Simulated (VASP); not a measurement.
# P in VASP: further runs, part 2 of 2

VASP 6.6.1.

## Step 3: Single point, PBEsol (atom 1 (P) moved +0.480 Å along Cartesian [1 1 0])

Contents of INCAR:

```
PREC     = Accurate       # precision mode
ENCUT    = 520            # plane-wave cutoff, eV
EDIFF    = 1E-7           # SCF threshold, eV
ISMEAR   = 0              # smearing method
SIGMA    = 0.05           # smearing width, eV
LREAL    = False          # projectors in reciprocal space
LASPH    = True           # aspherical terms in the spheres
NELM     = 100            # most SCF steps
ALGO     = Normal         # electronic algorithm
ISIF     = 2              # what is computed and relaxed
LWAVE    = False          # write WAVECAR
LCHARG   = False          # write CHGCAR
GGA      = PS             # functional
NBANDS   = 18             # bands
```

Contents of KPOINTS:

```
regular mesh
0
Gamma
  8 1 6
```

Contents of POSCAR:

```
P
1.0
    3.2843671017      0.0000000000      0.0000000000
    0.0000000000     34.8747470704      0.0000000000
    0.0000000000      0.0000000000      4.4369100789
P
4
Direct
    0.1033414489      0.9794199165      0.5826201292
    0.0000000000      0.0303123764      0.4173798708
    0.5000000000      0.0303123764      0.0826201292
    0.5000000000      0.9696876236      0.9173798708
```

Potentials or basis: VASP PAW PBE potentials, release 64 (P).

Run with:

```
cat potpaw_PBE.64/P/POTCAR > POTCAR
mpirun -np 1 vasp_std > vasp.out
```

OUTCAR:

```text
PREC = Accurate
   ENCUT = 520
   EDIFF = 1E-7
   ISMEAR = 0
   LREAL = False
   LASPH = True
   NELM = 100
   ISIF = 2
   GGA = PS

 ion  position               nearest neighbor table
   1  0.103  0.979  0.583-   2 1.95   4 2.00   4 2.50
   2  0.000  0.030  0.417-   1 1.95   3 2.21   3 2.21
   3  0.500  0.030  0.083-   2 2.21   2 2.21   4 2.24
   4  0.500  0.970  0.917-   1 2.00   3 2.24   1 2.50

  LATTYP: Found a simple orthorhombic cell.
 ALAT       =     3.2843671017
 B/A-ratio  =     1.3509178303
 C/A-ratio  =    10.6184071361

  Lattice vectors:

 A1 = (  -3.2843671017,   0.0000000000,   0.0000000000)
 A2 = (   0.0000000000,   0.0000000000,   4.4369100789)
 A3 = (   0.0000000000,  34.8747470704,   0.0000000000)

Analysis of symmetry for initial positions (statically):
=====================================================================
 Subroutine PRICEL returns:
 Original cell was already a primitive cell.

 Routine SETGRP: Setting up the symmetry group for a
 simple orthorhombic supercell.

 Subroutine GETGRP returns: Found  1 space group operations
 (whereof  1 operations were pure point group operations)
 out of a pool of  8 trial point group operations.

The static configuration has the point symmetry C_1 .

Analysis of symmetry for dynamics (positions and initial velocities):
=====================================================================
 Subroutine PRICEL returns:
 Original cell was already a primitive cell.

 Routine SETGRP: Setting up the symmetry group for a
 simple orthorhombic supercell.

 Subroutine GETGRP returns: Found  1 space group operations
 (whereof  1 operations were pure point group operations)
 out of a pool of  8 trial point group operations.

The dynamic configuration has the point symmetry C_1 .

 Subroutine INISYM returns: Found  1 space group operations
 (whereof  1 operations are pure point group operations),
 and found     1 'primitive' translations

----------------------------------------------------------------------------------------

                                     Primitive cell

  volume of cell :     508.2102

  direct lattice vectors                    reciprocal lattice vectors
     3.284367102  0.000000000  0.000000000     0.304472664  0.000000000  0.000000000
     0.000000000 34.874747070  0.000000000     0.000000000  0.028674043  0.000000000
     0.000000000  0.000000000  4.436910079     0.000000000  0.000000000  0.225382075

  length of vectors
     3.284367102 34.874747070  4.436910079     0.304472664  0.028674043  0.225382075

  position of ions in fractional coordinates (direct lattice)
     0.103341449  0.979419916  0.582620129
     0.000000000  0.030312376  0.417379871
     0.500000000  0.030312376  0.082620129
     0.500000000  0.969687624  0.917379871

  ion indices of the primitive-cell ions
   primitive index   ion index
                 1           1
                 2           2
                 3           3
                 4           4

----------------------------------------------------------------------------------------

 KPOINTS: regular mesh

Automatic generation of k-mesh.
 Grid dimensions read from file:
 generate k-points for:    8    1    6

 Generating k-lattice:

  Cartesian coordinates                     Fractional coordinates (reciprocal lattice)
     0.038059083  0.000000000  0.000000000     0.125000000  0.000000000  0.000000000
     0.000000000  0.028674043  0.000000000     0.000000000  1.000000000  0.000000000
     0.000000000  0.000000000  0.037563679     0.000000000  0.000000000  0.166666667

  Length of vectors
     0.038059083  0.028674043  0.037563679

  Shift w.r.t. Gamma in fractional coordinates (k-lattice)
     0.000000000  0.000000000  0.000000000

 Subroutine IBZKPT returns following result:
 ===========================================

 Found     26 irreducible k-points:

 Following reciprocal coordinates:
            Coordinates               Weight
  0.000000  0.000000  0.000000      1.000000
  0.125000  0.000000  0.000000      2.000000
  0.250000  0.000000  0.000000      2.000000
  0.375000  0.000000  0.000000      2.000000
  0.500000  0.000000  0.000000      1.000000
  0.000000  0.000000  0.166667      2.000000
[... 16 lines left out ...]
  0.125000  0.000000  0.500000      2.000000
  0.250000  0.000000  0.500000      2.000000
 [... further k-points ...]
   k-points           NKPTS =     26   k-points in BZ     NKDIM =     26   number of bands    NBANDS=     18
   number of dos      NEDOS =    301   number of ions     NIONS =      4
   total plane-waves  NPLWV = 233280
   dimension x,y,z NGX =    24 NGY =  270 NGZ =   36
   dimension x,y,z NGXF=    48 NGYF=  540 NGZF=   72
   ions per type =               4
   NGX,Y,Z   is equivalent  to a cutoff of  12.15, 12.87, 13.49 a.u.
   NGXF,Y,Z  is equivalent  to a cutoff of  24.30, 25.74, 26.98 a.u.
 SYSTEM =  unknown system
   PREC   = accura    normal or accurate (medium, high low for compatibility)
   ISTART =      0    job   : 0-new  1-cont  2-samecut
   ICHARG =      2    charge: 1-file 2-atom 10-const
   ISPIN  =      1    spin polarized calculation?
   LNONCOLLINEAR =      F non collinear calculations
   LSORBIT =      F    spin-orbit coupling
   LASPH  =      T    aspherical Exc in radial PAW
   ENCUT  =  520.0 eV  38.22 Ry    6.18 a.u.   6.11 64.84  8.25*2*pi/ulx,y,z
   NELM   =    100;   NELMIN=  2; NELMDL= -5     # of ELM steps
   EDIFF  = 0.1E-06   stopping-criterion for ELM
   LREAL  =      F    real-space projection
   EDIFFG = 0.1E-05   stopping-criterion for IOM
   NSW    =      0    number of steps for IOM
   IBRION =     -1    ionic relax: 0-MD 1-quasi-New 2-CG
   NFREE  =      0    steps in history (QN), initial steepest desc. (CG)
   ISIF   =      2    stress and relaxation
   ISYM   =      2    0-nonsym 1-usesym 2-fastsym
   POTIM  = 0.5000    time-step for ionic-motion
   TEBEG  =    0.0;   TEEND  =   0.0 temperature during run
   PSTRESS=    0.0 pullay stress
   NELECT =      20.0000    total number of electrons
   NUPDOWN=      -1.0000    fix difference up-down
   EMIN   =  10.00;   EMAX   =-10.00  energy-range for DOS
   EFERMI =   0.00;   METHOD = LEGACY
   ISMEAR =     0;   SIGMA  =   0.05  broadening in eV -4-tet -1-fermi 0-gaus
   EFERMI_NEDOS =   21; number of points for ismear=-14 and -15
   IALGO  =     38    algorithm
   IMIX   =      4    mixing-type and parameters
     AMIX     =   0.40;   BMIX     =  1.00
     AMIX_MAG =   1.60;   BMIX_MAG =  1.00
  volume/ion in A,a.u.               =     127.05       857.39
  Fermi-wavevector in a.u.,A,eV,Ry     =   0.556848  1.052291  4.218898  0.310080
  Thomas-Fermi vector in A             =   1.591191
   LORBIT       =      0    0 simple, 1 ext, 2 COOP (PROOUT), +10 PAW based schemes
   GGA     = PS    functional components
   LHFCALC =     F    Hartree Fock is set to
   AEXX    =    0.0000 exact exchange contribution
   IVDW    =     0    specifies the selected vdW correction
   LEPSILON=     F    determine dielectric tensor
   LRPA    =     F    only Hartree local field effects (RPA)
 non-spin polarized calculation
 Gauss-broadening in eV      SIGMA  =   0.05
  energy-cutoff  :      520.00
  volume of cell :      508.21
 maximum number of plane-waves:     13734
   NGX = 13   NGY =129   NGZ = 17

 number of electron      20.0000000 magnetization

 Free energy of the ion-electron system (eV)
  ---------------------------------------------------
  ext. energy  EPLUGINS =         0.00000000
  ---------------------------------------------------
  free energy    TOTEN  =       -21.48483168 eV

  energy without entropy =      -21.48483168  energy(sigma->0) =      -21.48483168

 E-fermi :  -3.1350     XC(G=0):  -1.7699

 val. band max:       -3.3944256382   @ k =   0.1250   0.0000   0.0000
 cond. band min:      -2.7627216026   @ k =   0.0000   0.0000   0.0000
 fundamental gap:      0.6317040356
 Fermi energy:        -3.1350144380

 k-point     1 :       0.0000    0.0000    0.0000
  band No.  band energies     occupation
      1     -19.2367      2.00000
      2     -15.8696      2.00000
      3     -13.3769      2.00000
      4      -9.3081      2.00000
      5      -8.8174      2.00000
      6      -7.6600      2.00000
[... 10 lines left out ...]
     17       1.6877      0.00000
     18       1.8119      0.00000
[... 463 lines left out ...]
 k-point    24 :       0.2500    0.0000    0.5000
  band No.  band energies     occupation
      1     -17.5616      2.00000
      2     -16.8639      2.00000
      3     -12.6173      2.00000
      4     -11.3694      2.00000
      5      -9.3198      2.00000
      6      -8.8430      2.00000
[... 10 lines left out ...]
     17       3.0825      0.00000
     18       3.4123      0.00000

 [... further k-points ...]
[... 5 lines left out ...]
  --------------------------------------------------------------------------------------
  -------------------------------------------------------------------------------------
  Total        1.6823187      8.6497327      3.2259713     -0.6827327     -1.8560107      4.6252169
  in kB        5.3036574     27.2690421     10.1701580     -2.1523749     -5.8512368     14.5814027
  external PRESSURE =      14.2476192 kB  Pullay stress =       0.0000000 kB

 VOLUME and BASIS-vectors are now :
 -----------------------------------------------------------------------------
  energy-cutoff  :      520.00
  volume of cell :      508.21
      direct lattice vectors                 reciprocal lattice vectors
     3.284367102  0.000000000  0.000000000     0.304472664  0.000000000  0.000000000
     0.000000000 34.874747070  0.000000000     0.000000000  0.028674043  0.000000000
     0.000000000  0.000000000  4.436910079     0.000000000  0.000000000  0.225382075

 POSITION                                       TOTAL-FORCE (eV/Angst)
 -----------------------------------------------------------------------------------
      0.33941     34.15702      2.58503        -2.881335     -5.153385     -0.242096
      0.00000      1.05714      1.85188        -0.214937      5.072424     -1.223454
      1.64218      1.05714      0.36658         0.354526     -0.146267      0.384230
      1.64218     33.81761      4.07033         2.741746      0.227228      1.081320
 -----------------------------------------------------------------------------------
    total drift:                                0.000003      0.000002     -0.000022

  FREE ENERGIE OF THE ION-ELECTRON SYSTEM (eV)
  ---------------------------------------------------
  free  energy   TOTEN  =       -21.4848316847 eV

  energy  without entropy=      -21.4848316847  energy(sigma->0) =      -21.48483168
```

Wall time 4 min (1 thread of AMD EPYC 9R45 (Zen 5), shared host); peak memory 0.55 GiB.

Results:

* Free energy: -21.4848 eV
* Largest force: 5.909 eV/Å
* Band gap on the k mesh: 0.63 eV (least direct gap 0.66 eV)

Forces on the atoms (eV/Å):
```
P   -2.881 -5.153 -0.242
P   -0.215  5.072 -1.223
P    0.355 -0.146  0.384
P    2.742  0.227  1.081
```

Caveat: the cell differs from its parent crystal (atom 1 (P) moved +0.480 Å along Cartesian [1 1 0]); there is no dipole correction, which matters where the two faces differ; the PAW data sets were made with another functional, which shifts forces and pressure a little.

## Step 4: Single point, PBEsol (atom 1 (P) moved -0.360 Å along Cartesian [1 1 0])

Contents of INCAR:

```
  PREC = Accurate
  ENCUT = 520
  EDIFF = 1E-7
  ISMEAR = 0
  SIGMA = 0.05
  LREAL = False
  LASPH = True
  NELM = 80
  ALGO = Normal
  ISIF = 2
  LWAVE = False
  LCHARG = False
  GGA = PS
  NBANDS = 18
```

Contents of KPOINTS:

```
Automatic mesh
0
Gamma
  8 1 6
```

Changes to POSCAR since step 3:

```diff
@@ -8,3 +8,3 @@
 Direct
-    0.1033414489      0.9794199165      0.5826201292
+   -0.0775060867      0.9623884039      0.5826201292
     0.0000000000      0.0303123764      0.4173798708
```

Potentials or basis: VASP PAW PBE potentials, release 64 (P).

Run with:

```
cat potpaw_PBE.64/P/POTCAR > POTCAR
mpirun -np 1 vasp_std > vasp.out
```

OUTCAR:

```text
PREC = Accurate
   ENCUT = 520
   EDIFF = 1E-7
   ISMEAR = 0
   LREAL = False
   LASPH = True
   NELM = 80
   ISIF = 2
   GGA = PS

 ion  position               nearest neighbor table
   1  0.922  0.962  0.583-   4 2.05   4 2.42   2 2.49
   2  0.000  0.030  0.417-   3 2.21   3 2.21   1 2.49
   3  0.500  0.030  0.083-   2 2.21   2 2.21   4 2.24
   4  0.500  0.970  0.917-   1 2.05   3 2.24   1 2.42

  LATTYP: Found a simple orthorhombic cell.
 ALAT       =     3.2843671017
 B/A-ratio  =     1.3509178303
[... 694 lines left out ...]
     17       2.9050      0.00000
     18       3.3027      0.00000

 [... further k-points ...]
[... 5 lines left out ...]
  --------------------------------------------------------------------------------------
  -------------------------------------------------------------------------------------
  Total        0.1416125     -2.4880186      0.0693446     -1.4579881     -0.2174710     -2.9261471
  in kB        0.4464459     -7.8436972      0.2186149     -4.5964356     -0.6855964     -9.2249357
  external PRESSURE =      -2.3928788 kB  Pullay stress =       0.0000000 kB

 VOLUME and BASIS-vectors are now :
 -----------------------------------------------------------------------------
  energy-cutoff  :      520.00
  volume of cell :      508.21
      direct lattice vectors                 reciprocal lattice vectors
     3.284367102  0.000000000  0.000000000     0.304472664  0.000000000  0.000000000
     0.000000000 34.874747070  0.000000000     0.000000000  0.028674043  0.000000000
     0.000000000  0.000000000  4.436910079     0.000000000  0.000000000  0.225382075

 POSITION                                       TOTAL-FORCE (eV/Angst)
 -----------------------------------------------------------------------------------
      3.02981     33.56305      2.58503         2.564093      1.274831     -0.691359
      0.00000      1.05714      1.85188        -0.222668     -1.277006     -0.185091
      1.64218      1.05714      0.36658        -0.158163      0.260508     -0.001021
      1.64218     33.81761      4.07033        -2.183262     -0.258333      0.877471
 -----------------------------------------------------------------------------------
    total drift:                               -0.000025      0.000030     -0.000015

  FREE ENERGIE OF THE ION-ELECTRON SYSTEM (eV)
  ---------------------------------------------------
  free  energy   TOTEN  =       -22.2779885522 eV

  energy  without entropy=      -22.2779884905  energy(sigma->0) =      -22.27798852
```

OSZICAR:

```text
N       E                     dE             d eps       ncg     rms          rms(c)
DAV:   1     0.136485285811E+03    0.13649E+03   -0.55790E+03   936   0.727E+02
DAV:   2    -0.478150453711E+01   -0.14127E+03   -0.13222E+03  1570   0.130E+02
DAV:   3    -0.221674501374E+02   -0.17386E+02   -0.17307E+02  1266   0.558E+01
[... 19 lines left out ...]
DAV:  23    -0.222779872576E+02   -0.19512E-05   -0.46349E-08  1038   0.495E-04    0.208E-04
DAV:  24    -0.222779880719E+02   -0.81427E-06   -0.12879E-08  1028   0.287E-04    0.297E-04
DAV:  25    -0.222779883734E+02   -0.30149E-06   -0.32296E-09  1000   0.156E-04    0.442E-05
DAV:  26    -0.222779885128E+02   -0.13941E-06   -0.10349E-09   942   0.102E-04    0.383E-05
DAV:  27    -0.222779885522E+02   -0.39357E-07    0.35401E-11   922   0.531E-05
   1 F= -.22277989E+02 E0= -.22277989E+02  d E =-.616951E-07
```

stdout:

```text
POSCAR found type information on POSCAR P
 POSCAR found :  1 types and       4 ions
 scaLAPACK will be used
 -----------------------------------------------------------------------------
|                                                                             |
|                                                                             |
|     You enforced a specific xc type in the INCAR file but a different       |
|     I HOPE YOU KNOW WHAT YOU ARE DOING!                                     |
|                                                                             |
 -----------------------------------------------------------------------------

 LDA part: xc-table for (Slater+PW92), standard interpolation
 POSCAR, INCAR and KPOINTS ok, starting setup
 FFT: planning ... GRIDC
 FFT: planning ... GRID_SOFT
 FFT: planning ... GRID
 WAVECAR not read
 entering main loop
```

Run time: 3.9 min. Hardware: 1 thread of AMD EPYC 9R45 (Zen 5), shared host; peak memory 0.55 GiB.

What came out:

```
Free energy            : -22.2780 eV
Largest force          : 2.946 eV/Å
Band gap on the k mesh : 0.32 eV (least direct gap 0.37 eV)
```

Forces on the atoms (eV/Å):
```
P    2.564  1.275 -0.691
P   -0.223 -1.277 -0.185
P   -0.158  0.261 -0.001
P   -2.183 -0.258  0.877
```

Caveat: the cell differs from its parent crystal (atom 1 (P) moved -0.360 Å along Cartesian [1 1 0]); there is no dipole correction, which matters where the two faces differ; the PAW data sets were made with another functional, which shifts forces and pressure a little.

## Step 5: Single point, PBEsol (atom 1 (P) moved +0.240 Å along Cartesian [1 1 0])

Contents of INCAR:

```
PREC     = Accurate       # precision mode
ENCUT    = 520            # plane-wave cutoff, eV
EDIFF    = 1E-6           # SCF threshold, eV
ISMEAR   = 0              # smearing method
SIGMA    = 0.05           # smearing width, eV
LREAL    = False          # projectors in reciprocal space
LASPH    = True           # aspherical terms in the spheres
NELM     = 60             # most SCF steps
ALGO     = Normal         # electronic algorithm
ISIF     = 2              # what is computed and relaxed
LWAVE    = False          # write WAVECAR
LCHARG   = False          # write CHGCAR
GGA      = PS             # functional
NBANDS   = 18             # bands
```

KPOINTS is that of step 4.

Changes to POSCAR since step 4:

```diff
@@ -8,3 +8,3 @@
 Direct
-   -0.0775060867      0.9623884039      0.5826201292
+    0.0516707244      0.9745537701      0.5826201292
     0.0000000000      0.0303123764      0.4173798708
```

Run with:

```
cat potpaw_PBE.64/P/POTCAR > POTCAR
mpirun -np 1 vasp_std > vasp.out
```

Wall time 3.2 min (1 thread of AMD EPYC 9R45 (Zen 5), shared host); peak memory 0.55 GiB.

It converged, with:

| Property | Result |
| --- | --- |
| Free energy | -22.5141 eV |
| Largest force | 2.824 eV/Å |
| Band gap on the k mesh | 0.96 eV (least direct gap 1.07 eV) |

Forces on the atoms (eV/Å):
```
P   -1.830 -2.151 -0.042
P    0.109  2.029 -0.360
P    0.177 -0.112  0.201
P    1.545  0.235  0.202
```

Levels at points of the mesh, in eV from the valence-band top:
```csv
k point,band 7,band 8,band 9,band 10,band 11,band 12,band 13,band 14
"(0.00, 0.00, 0.00)",-3.53,-1.94,-1.35,0.00,1.07,1.31,2.54,3.50
"(0.50, 0.00, 0.00)",-3.05,-2.74,-2.31,-1.73,1.17,1.41,1.64,2.40
"(0.00, 0.00, 0.50)",-2.66,-2.48,-1.28,-1.04,1.82,2.18,3.29,3.66
"(0.50, 0.00, 0.50)",-4.86,-4.61,-1.35,-0.99,2.36,2.86,3.69,4.23
```

Caveat: the cell differs from its parent crystal (atom 1 (P) moved +0.240 Å along Cartesian [1 1 0]); there is no dipole correction, which matters where the two faces differ; the PAW data sets were made with another functional, which shifts forces and pressure a little.

## Step 6: Overview

| cell | gap on the mesh (eV) | largest force (eV/Å) |
| --- | --- | --- |
| as given, atomic positions A | 0.07 | 3.94 |
| as given, atomic positions B | 0.63 | 5.91 |
| as given, atomic positions C | 0.32 | 2.95 |
| as given, atomic positions D | 0.96 | 2.82 |

Alike in all rows: task single point; level PBEsol; potentials or basis VASP PAW PBE potentials, release 64 (P); no spin polarisation; k mesh 8 × 1 × 6; cutoff (eV) 520; smearing gaussian 0.05 eV.

Caveats: there is no dipole correction, which matters where the two faces differ; the PAW data sets were made with another functional, which shifts forces and pressure a little.

Absolute energies hang on the potentials; compare differences alone.
